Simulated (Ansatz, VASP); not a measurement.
Ta2N in VASP and in Ansatz

The input INCAR:

```
SYSTEM = Ta2N
PREC = Accurate
ENCUT = 520
EDIFF = 1E-7
ISMEAR = 0
SIGMA = 0.15
LREAL = .False.
LASPH = .True.
NELM = 80
ALGO = Normal
ISIF = 2
LWAVE = .False.
LCHARG = .False.
NBANDS = 20
```

File KPOINTS:

```
Automatic mesh
0
Gamma
  18 18 10
  0 0 0
```

File POSCAR:

```
Ta2N
1.0
    3.0073721263      0.0000000000      0.0000000000
   -1.5036860632      2.6044606600      0.0000000000
    0.0000000000      0.0000000000      5.0944883819
Ta N
2 1
Direct
    0.6666666667      0.3333333333      0.7466885012
    0.3333333333      0.6666666667      0.2533114988
    0.0000000000      0.0000000000      0.0000000000
```

Input for Ansatz:

```yaml
crystal:
  lattice:
    - [3.0073721263, 0.0, 0.0]
    - [-1.5036860632, 2.60446066, 0.0]
    - [0.0, 0.0, 5.0944883819]
  atoms:
    - { symbol: Ta, position: [0.6666666667, 0.3333333333, 0.7466885012] }
    - { symbol: Ta, position: [0.3333333333, 0.6666666667, 0.2533114988] }
    - { symbol: "N", position: [0.0, 0.0, 0.0] }
basis:
  ecutwfc: 520.0
kpoints:
  mp_grid: { grid: [18, 18, 10] }
hamiltonian:
  xc: lda
  pseudopotentials: { kind: paw, azcp: { folder: soft_1 } }
scf:
  occupations: { method: gaussian, width: 0.15 }
output:
  forces: true
  stress: true
  eigenvalues: true
```

Alike in both runs: task single point; functional LDA; k mesh 18 × 18 × 10; occupations gaussian, width 0.15 eV; no spin polarisation.

|  | VASP | Ansatz |
| --- | --- | --- |
| version | VASP 6.6.1 | Ansatz 0.2.0 |
| potentials or method | VASP PAW LDA potentials, release 64 (Ta_pv, N), cutoff 520 eV | scalar-relativistic, plane waves, PAW |
| valence electrons in the cell | 27 | 31 |

|  | VASP | Ansatz | Ansatz less VASP |
| --- | --- | --- | --- |
| gap on the k mesh at the Fermi level (eV) | none | none | - |
| pressure (GPa) | -5.9 | -7.3 | -1.42 |
| traceless stress, the component that is largest in VASP (GPa) | -10.56 | -10.44 | +0.119 |
| rms of the force components (eV/Å) | 0.202 | 0.178 | -0.0240 |

Ansatz warns that its potentials were made for another functional, while VASP's fit it. LDA's correlation is that of Perdew and Zunger in VASP and of Perdew and Wang (1992) in Ansatz. Atom by atom the forces differ by 0.024 eV/Å (rms over components). A gap of «none» marks a metal or a gap that the smearing closes. VASP's potentials hold 27 valence electrons a cell and Ansatz's 31, so a difference there can come from the potentials and not from the codes.

Neither program's run includes spin-orbit coupling.
